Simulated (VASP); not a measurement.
Write the native input for VASP 6.6.1 that does the following.

| Item | Value |
| --- | --- |
| Task | single point |
| Functional | PBE |
| Potentials or basis | VASP PAW PBE potentials, release 64 (Ge_d, Sb, Te) |
| Cutoff | 500 eV |
| k mesh | 3 × 3 × 3 |
| Occupations | gaussian, width 0.2 eV |
| Spin | no spin polarisation |
| Dipole correction | no |
| Further INCAR settings | ALGO = Normal; EDIFF = 1e-06; NBANDS = 55 |

The structure of Ge2Sb2Te lies in POSCAR:

```
Ge2Sb2Te
1.0
    6.1663493782     -3.6690344002      0.0000000000
    6.1663493782      3.6690344002      0.0000000000
    0.0000000000      0.0000000000      6.9820026780
Ge Sb Te
4 4 2
Direct
    0.6827796512      0.9755145680      0.7092664162
    0.0244854320      0.3172203488      0.7092664162
    0.9755145680      0.6827796512      0.2092664162
    0.3172203488      0.0244854320      0.2092664162
    0.3385914508     -0.0642574914      0.8274510072
    1.0642574914      0.6614085492      0.8274510072
   -0.0642574914      0.3385914508      0.3274510072
    0.6614085492      1.0642574914      0.3274510072
    0.6825993122      0.3174006878      0.8602651532
    0.3174006878      0.6825993122      0.3602651532
```

One way to write it, as run:

INCAR

```
SYSTEM = Ge2Sb2Te
  PREC = Accurate
  ENCUT = 500
  EDIFF = 1E-6
  ISMEAR = 0
  SIGMA = 0.2
  LREAL = .False.
  LASPH = .True.
  NELM = 120
  ALGO = Normal
  ISIF = 2
  LWAVE = .False.
  LCHARG = .False.
  GGA = PE
  NBANDS = 55
  GGA_COMPAT = .False.
```

KPOINTS

```
regular mesh
0
Gamma
  3 3 3
  0 0 0
```

Potentials or basis: VASP PAW PBE potentials, release 64 (Ge_d, Sb, Te).

The run is started by

```console
$ cat potpaw_PBE.64/Ge_d/POTCAR potpaw_PBE.64/Sb/POTCAR potpaw_PBE.64/Te/POTCAR > POTCAR
$ mpirun -np 1 vasp_std > vasp.out
```

It gave:

- Pressure: 0.0 GPa
- Largest force: 0.093 eV/Å
- Band gap on the k mesh: zero (bands 44 and 45 overlap by 0.44 eV)

Caveat: semilocal functionals underestimate gaps, and a narrow one can read as zero; spin-orbit coupling is left out, which moves the levels of the heavy elements.

It took 6.2 min on 1 thread of Intel Xeon 8259CL, on a shared host, peak memory 0.46 GiB.
